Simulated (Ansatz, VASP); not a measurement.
## Zn: VASP beside Ansatz

```
Zn
1.0
     2.54959    0.00000    0.00000
    -1.27480    2.20801    0.00000
     0.00000    0.00000    4.86517
Zn
2
Direct
  0.33333 0.66667 0.25000
  0.66667 0.33333 0.75000
```

Alike in both runs: functional LDA; k mesh 15 × 15 × 8; occupations fermi-dirac, width 0.15 eV; no spin polarisation.

Ansatz relaxed the structure, and its values are those at the end. VASP's run is a single point on that final structure, the one shown.

|  | VASP | Ansatz |
| --- | --- | --- |
| version | VASP 6.6.1 | Ansatz 0.2.0 |
| potentials or method | VASP PAW LDA potentials, release 64 (Zn), cutoff 520 eV | scalar-relativistic, plane waves, PAW |
| valence electrons in the cell | 24 | 24 |

|  | VASP | Ansatz | Ansatz less VASP |
| --- | --- | --- | --- |
| gap on the k mesh at the Fermi level (eV) | none | none | - |
| pressure (GPa) | 0.7 | 0.0 | -0.74 |

Ansatz warns that its potentials were made for another functional, while VASP's fit it. LDA's correlation is that of Perdew and Zunger in VASP and of Perdew and Wang (1992) in Ansatz. A gap of «none» marks a metal or a gap that the smearing closes.
